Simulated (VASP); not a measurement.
# BN (P6_3mc) in VASP: further runs, part 2 of 2

VASP 6.6.1. Earlier steps stand in the parts before.

### 4 Single point, revPBE+D3(BJ)

This run uses another cell than the first one, of 5.86 Å³/atom, 0.992 times its volume.

Input file INCAR:

```
ALGO = Normal
EDIFF = 1E-6
ENCUT = 520
GGA = RE
ISIF = 2
ISMEAR = -1
IVDW = 12
LASPH = True
LCHARG = False
LREAL = False
LWAVE = False
NBANDS = 16
NELM = 80
PREC = Accurate
SIGMA = 0.05
```

Input file KPOINTS:

```
k-points
0
Gamma
  12 12 6
```

Input file POSCAR:

```
BN
1.0
    2.5382281411      0.0000000000      0.0000000000
   -1.2691140706      2.1981700508      0.0000000000
    0.0000000000      0.0000000000      4.1975610314
N B
2 2
Direct
    0.3333333333      0.6666666667      0.1252611070
    0.6666666667      0.3333333333      0.6252611070
    0.3333333333      0.6666666667      0.4997388930
    0.6666666667      0.3333333333      0.9997388930
```

Potentials or basis: VASP PAW PBE potentials, release 64 (N, B).

Launch:

```sh
> cat potpaw_PBE.64/N/POTCAR potpaw_PBE.64/B/POTCAR > POTCAR
> mpirun -np 1 vasp_std > vasp.out
```

OUTCAR:

```text
EDIFF = 1E-6
   ENCUT = 520
   GGA = RE
   ISIF = 2
   ISMEAR = -1
   IVDW = 12
   LASPH = True
   LREAL = False
   NELM = 80
   PREC = Accurate
 IVDW          = 12

 ion  position               nearest neighbor table
   1  0.333  0.667  0.125-   4 1.56   4 1.56   4 1.56   3 1.57
   2  0.667  0.333  0.625-   3 1.56   3 1.56   3 1.56   4 1.57
   3  0.333  0.667  0.500-   2 1.56   2 1.56   2 1.56   1 1.57
   4  0.667  0.333  1.000-   1 1.56   1 1.56   1 1.56   2 1.57

  LATTYP: Found a hexagonal cell.
 ALAT       =     2.5382281411
 C/A-ratio  =     1.6537367006

  Lattice vectors:

 A1 = (   2.5382281411,   0.0000000000,   0.0000000000)
 A2 = (  -1.2691140706,   2.1981700508,   0.0000000000)
 A3 = (   0.0000000000,   0.0000000000,   4.1975610314)

Analysis of symmetry for initial positions (statically):
=====================================================================
 Subroutine PRICEL returns:
 Original cell was already a primitive cell.

 Routine SETGRP: Setting up the symmetry group for a
 hexagonal supercell.

 Subroutine GETGRP returns: Found 12 space group operations
 (whereof  6 operations were pure point group operations)
 out of a pool of 24 trial point group operations.

[... 172 lines left out ...]
 fundamental gap:      5.2201608843
 Fermi energy:         8.7639999229

 k-point     1 :       0.0000    0.0000    0.0000
  band No.  band energies     occupation
      1     -12.8044      2.00000
      2      -8.6168      2.00000
      3      -3.2544      2.00000
      4       5.6164      2.00000
      5       5.6164      2.00000
      6       7.4851      2.00000
[... 433 lines left out ...]
      3      -1.1362      2.00000
      4       0.3249      2.00000
      5       1.7349      2.00000
      6       3.4244      2.00000
[... 8 lines left out ...]
     15      23.9731      0.00000
     16      24.2575      0.00000

 [... further k-points ...]

------------------------ aborting loop because EDIFF is reached ----------------------------------------

 Edisp (eV)   -1.73717

 E8    (eV) :    -1.0197

  FORCE on cell =-STRESS in cart. coord.  units (eV):
  Direction    XX          YY          ZZ          XY          YZ          ZX
  --------------------------------------------------------------------------------------
  -------------------------------------------------------------------------------------
  Total       0.04105     0.04105     0.03473    -0.00000     0.00000     0.00000
  in kB       2.80812     2.80812     2.37615    -0.00000     0.00000     0.00000
  external pressure =        2.66 kB  Pullay stress =        0.00 kB

 VOLUME and BASIS-vectors are now :
 -----------------------------------------------------------------------------
  energy-cutoff  :      520.00
  volume of cell :       23.42
      direct lattice vectors                 reciprocal lattice vectors
     2.538228141  0.000000000  0.000000000     0.393975618  0.227461929  0.000000000
    -1.269114071  2.198170051  0.000000000     0.000000000  0.454923858  0.000000000
     0.000000000  0.000000000  4.197561031     0.000000000  0.000000000  0.238233582

 POSITION                                       TOTAL-FORCE (eV/Angst)
 -----------------------------------------------------------------------------------
     -0.00000      1.46545      0.52579         0.000000      0.000000      0.002453
      1.26911      0.73272      2.62457        -0.000000      0.000000      0.002453
     -0.00000      1.46545      2.09768        -0.000000      0.000000     -0.002453
      1.26911      0.73272      4.19647        -0.000000      0.000000     -0.002453
 -----------------------------------------------------------------------------------
    total drift:                               -0.000000      0.000000      0.000240

  FREE ENERGIE OF THE ION-ELECTRON SYSTEM (eV)
  ---------------------------------------------------
  free  energy   TOTEN  =       -35.1873474325 eV

  energy  without entropy=      -35.1873474325  energy(sigma->0) =      -35.18734743
```

OSZICAR:

```text
N       E                     dE             d eps       ncg     rms          rms(c)
DAV:   1     0.381703368401E+02    0.38170E+02   -0.83395E+03  2432   0.971E+02
DAV:   2    -0.331561574312E+02   -0.71326E+02   -0.67132E+02  3512   0.230E+02
DAV:   3    -0.353240389794E+02   -0.21679E+01   -0.21640E+01  2768   0.366E+01
DAV:   4    -0.353290569450E+02   -0.50180E-02   -0.50176E-02  2944   0.201E+00
DAV:   5    -0.353290713397E+02   -0.14395E-04   -0.14395E-04  2792   0.971E-02    0.962E+00
DAV:   6    -0.335855282733E+02    0.17435E+01   -0.21844E+00  3072   0.135E+01    0.464E+00
DAV:   7    -0.334675726350E+02    0.11796E+00   -0.33011E-01  3144   0.463E+00    0.281E+00
DAV:   8    -0.334509051346E+02    0.16668E-01   -0.48665E-02  2608   0.188E+00    0.260E-01
DAV:   9    -0.334497084113E+02    0.11967E-02   -0.18001E-03  2832   0.528E-01    0.123E-01
DAV:  10    -0.334501635093E+02   -0.45510E-03   -0.74726E-04  2824   0.208E-01    0.284E-02
DAV:  11    -0.334501769706E+02   -0.13461E-04   -0.44151E-05  3080   0.658E-02    0.164E-02
DAV:  12    -0.334501790099E+02   -0.20393E-05   -0.82713E-06  2888   0.285E-02    0.254E-03
DAV:  13    -0.334501792072E+02   -0.19734E-06   -0.25838E-07  1408   0.496E-03
   1 F= -.35187347E+02 E0= -.35187347E+02  d E =-.116590E-10
```

stdout:

```text
POSCAR found type information on POSCAR N B
 POSCAR found :  2 types and       4 ions
 scaLAPACK will be used
 -----------------------------------------------------------------------------
|                                                                             |
|                                                                             |
|     You enforced a specific xc type in the INCAR file but a different       |
|     I HOPE YOU KNOW WHAT YOU ARE DOING!                                     |
|                                                                             |
 -----------------------------------------------------------------------------

 LDA part: xc-table for (Slater+PW92), standard interpolation
 POSCAR, INCAR and KPOINTS ok, starting setup
 FFT: planning ... GRIDC
 FFT: planning ... GRID_SOFT
 FFT: planning ... GRID
 WAVECAR not read
 entering main loop
```

Run time: 40 s. Hardware: 1 thread of Intel Xeon Platinum 8488C (Sapphire Rapids), shared host; peak memory 0.16 GiB.

What came out:

```
Free energy                : -35.1873 eV
Pressure                   : 0.3 GPa
Band gap on the k mesh     : 5.22 eV, indirect (least direct gap 8.37 eV)
Dispersion energy per atom : -0.434 eV
```

Forces in eV/Å, atoms in the order of the input:
```
N    0.000  0.000  0.002
N    0.000  0.000  0.002
B    0.000  0.000 -0.002
B    0.000  0.000 -0.002
```

Caveat: the PAW data sets were made with another functional, which shifts forces and pressure a little. A k mesh can miss the band edges.

### 5 Single point, revPBE+D4

This run uses another cell than the first one, of 5.82 Å³/atom, 0.986 times its volume.

Input file INCAR:

```
SYSTEM = BN
  PREC = Accurate
  ENCUT = 520
  EDIFF = 1E-6
  ISMEAR = -1
  SIGMA = 0.05
  LREAL = .FALSE.
  LASPH = .TRUE.
  NELM = 80
  ALGO = Normal
  ISIF = 2
  LWAVE = .FALSE.
  LCHARG = .FALSE.
  GGA = RE
  IVDW = 13
  NBANDS = 16
```

Input file KPOINTS:

```
regular mesh
0
G
  12 12 6
  0 0 0
```

Input file POSCAR:

```
BN
1.0
    2.5334073295      0.0000000000      0.0000000000
   -1.2667036648      2.1939951055      0.0000000000
    0.0000000000      0.0000000000      4.1902631240
N B
2 2
Direct
    0.3333333333      0.6666666667      0.1253080367
    0.6666666667      0.3333333333      0.6253080367
    0.3333333333      0.6666666667      0.4996919633
    0.6666666667      0.3333333333      0.9996919633
```

Launch:

```sh
> cat potpaw_PBE.64/N/POTCAR potpaw_PBE.64/B/POTCAR > POTCAR
> mpirun -np 1 vasp_std > vasp.out
```

Run time: 48 s. Hardware: 1 thread of Intel Xeon Platinum 8488C (Sapphire Rapids), shared host; peak memory 0.14 GiB.

The run converged. Its results:

* Free energy: -35.6729 eV
* Pressure: 0.3 GPa
* Band gap on the k mesh: 5.20 eV, indirect (least direct gap 8.39 eV)
* Dispersion energy per atom: -0.558 eV

Forces on the atoms (eV/Å):
```
N    0.000  0.000  0.003
N    0.000  0.000  0.003
B    0.000  0.000 -0.003
B    0.000  0.000 -0.003
```

Levels at points of the mesh, in eV from the valence-band top:
```
           k point  band 4  band 5  band 6  band 7  band 8  band 9  band 10  band 11  band 12  band 13
(0.00, 0.00, 0.00)   -2.16   -2.16   -0.29    0.00    0.00    8.47     8.47     8.74     9.69    11.01
(0.50, 0.00, 0.00)   -7.91   -7.02   -5.06   -4.49   -2.14    6.78     8.04    10.71    11.65    13.13
(0.00, 0.00, 0.50)   -5.80   -1.20   -1.20   -1.20   -1.20    9.65     9.65    10.05    10.05    10.05
(0.50, 0.00, 0.50)  -10.16   -3.83   -3.83   -3.63   -3.63    6.67     6.67    10.16    10.16    14.48
```

Caveat: the PAW data sets were made with another functional, which shifts forces and pressure a little.

### 6 Single point, RPBE+D4

This run uses another cell than the first one, of 5.83 Å³/atom, 0.987 times its volume.

Input file INCAR:

```
SYSTEM = BN
PREC = Accurate
ENCUT = 520
EDIFF = 1E-6
ISMEAR = -1
SIGMA = 0.05
LREAL = .False.
LASPH = .True.
NELM = 60
ALGO = Normal
ISIF = 2
LWAVE = .False.
LCHARG = .False.
GGA = RP
IVDW = 13
NBANDS = 16
```

Input file KPOINTS:

```
regular mesh
0
Gamma
  12 12 6
  0 0 0
```

Input file POSCAR:

```
BN
1.0
    2.5337684037      0.0000000000      0.0000000000
   -1.2668842019      2.1943078049      0.0000000000
    0.0000000000      0.0000000000      4.1912928899
N B
2 2
Direct
    0.3333333333      0.6666666667      0.1253420349
    0.6666666667      0.3333333333      0.6253420349
    0.3333333333      0.6666666667      0.4996579651
    0.6666666667      0.3333333333      0.9996579651
```

Potentials or basis: VASP PAW PBE potentials, release 64 (N, B).

Launch:

```sh
> cat potpaw_PBE.64/N/POTCAR potpaw_PBE.64/B/POTCAR > POTCAR
> mpirun -np 1 vasp_std > vasp.out
```

OUTCAR:

```text
SYSTEM = BN
   PREC = Accurate
   ENCUT = 520
   EDIFF = 1E-6
   ISMEAR = -1
   LREAL = .False.
   LASPH = .True.
   NELM = 60
   ISIF = 2
   GGA = RP
   IVDW = 13

 ion  position               nearest neighbor table
   1  0.333  0.667  0.125-   4 1.55   4 1.55   4 1.55   3 1.57
   2  0.667  0.333  0.625-   3 1.55   3 1.55   3 1.55   4 1.57
   3  0.333  0.667  0.500-   2 1.55   2 1.55   2 1.55   1 1.57
   4  0.667  0.333  1.000-   1 1.55   1 1.55   1 1.55   2 1.57

  LATTYP: Found a hexagonal cell.
 ALAT       =     2.5337684037
 C/A-ratio  =     1.6541736347

  Lattice vectors:

 A1 = (   2.5337684037,   0.0000000000,   0.0000000000)
 A2 = (  -1.2668842019,   2.1943078049,   0.0000000000)
 A3 = (   0.0000000000,   0.0000000000,   4.1912928899)

Analysis of symmetry for initial positions (statically):
=====================================================================
 Subroutine PRICEL returns:
 Original cell was already a primitive cell.

 Routine SETGRP: Setting up the symmetry group for a
 hexagonal supercell.

 Subroutine GETGRP returns: Found 12 space group operations
 (whereof  6 operations were pure point group operations)
[... 175 lines left out ...]
 Fermi energy:         8.8762637448

 k-point     1 :       0.0000    0.0000    0.0000
  band No.  band energies     occupation
      1     -12.7872      2.00000
      2      -8.5836      2.00000
      3      -3.2144      2.00000
      4       5.6992      2.00000
      5       5.6992      2.00000
      6       7.5660      2.00000
[... 433 lines left out ...]
      3      -1.0847      2.00000
      4       0.3805      2.00000
      5       1.8018      2.00000
      6       3.4957      2.00000
[... 8 lines left out ...]
     15      24.1448      0.00000
     16      24.4451      0.00000

 [... further k-points ...]

------------------------ aborting loop because EDIFF is reached ----------------------------------------

  DFT-D4 for vdW energy calculation

  Edisp (eV):   -2.37601

  FORCE on cell =-STRESS in cart. coord.  units (eV):
  Direction    XX          YY          ZZ          XY          YZ          ZX
  --------------------------------------------------------------------------------------
  -------------------------------------------------------------------------------------
  Total       0.04207     0.04207     0.03543    -0.00000     0.00000     0.00000
  in kB       2.89217     2.89217     2.43629    -0.00000     0.00000     0.00000
  external pressure =        2.74 kB  Pullay stress =        0.00 kB

 VOLUME and BASIS-vectors are now :
 -----------------------------------------------------------------------------
  energy-cutoff  :      520.00
  volume of cell :       23.30
      direct lattice vectors                 reciprocal lattice vectors
     2.533768404  0.000000000  0.000000000     0.394669062  0.227862289  0.000000000
    -1.266884202  2.194307805  0.000000000     0.000000000  0.455724579  0.000000000
     0.000000000  0.000000000  4.191292890     0.000000000  0.000000000  0.238589864

 POSITION                                       TOTAL-FORCE (eV/Angst)
 -----------------------------------------------------------------------------------
     -0.00000      1.46287      0.52535         0.000000     -0.000000      0.004683
      1.26688      0.73144      2.62099        -0.000000      0.000000      0.004683
     -0.00000      1.46287      2.09421         0.000000      0.000000     -0.004683
      1.26688      0.73144      4.18986        -0.000000     -0.000000     -0.004683
 -----------------------------------------------------------------------------------
    total drift:                               -0.000000      0.000000      0.000274

  FREE ENERGIE OF THE ION-ELECTRON SYSTEM (eV)
  ---------------------------------------------------
  free  energy   TOTEN  =       -35.5159709034 eV

  energy  without entropy=      -35.5159709034  energy(sigma->0) =      -35.51597090
```

It took 49 s on 1 thread of Intel Xeon Platinum 8488C (Sapphire Rapids), shared host; peak memory 0.14 GiB.

Results:

| Quantity | Value |
| --- | --- |
| Free energy | -35.5160 eV |
| Pressure | 0.3 GPa |
| Largest force | 0.005 eV/Å |
| Band gap on the k mesh | 5.22 eV, indirect (least direct gap 8.40 eV) |
| Dispersion energy per atom | -0.594 eV |

Forces in eV/Å, atoms in the order of the input:
```
N    0.000  0.000  0.005
N    0.000  0.000  0.005
B    0.000  0.000 -0.005
B    0.000  0.000 -0.005
```

Caveat: the PAW data sets were made with another functional, which shifts forces and pressure a little. A k mesh can miss the band edges.

### 7 The runs side by side

```csv
level,cell,gap on the mesh (eV),pressure (GPa)
BLYP+D3(BJ),"a = 2.545, b = 2.545, c = 4.210 Å, angles 90.0, 90.0, 120.0°, 4 atoms",5.59,0.0
BLYP+D4,"a = 2.544, b = 2.544, c = 4.208 Å, angles 90.0, 90.0, 120.0°, 4 atoms",5.59,0.0
revPBE+D3(BJ),"a = 2.538, b = 2.538, c = 4.198 Å, angles 90.0, 90.0, 120.0°, 4 atoms",5.22,0.3
revPBE+D4,"a = 2.533, b = 2.533, c = 4.190 Å, angles 90.0, 90.0, 120.0°, 4 atoms",5.20,0.3
RPBE+D4,"a = 2.534, b = 2.534, c = 4.191 Å, angles 90.0, 90.0, 120.0°, 4 atoms",5.22,0.3
```

Alike in all rows: task single point; potentials or basis VASP PAW PBE potentials, release 64 (N, B); no spin polarisation; k mesh 12 × 12 × 6; cutoff (eV) 520; smearing fermi-dirac 0.05 eV.

Caveats: the PAW data sets were made with another functional, which shifts forces and pressure a little.

Absolute energies hang on the potentials; compare differences alone.
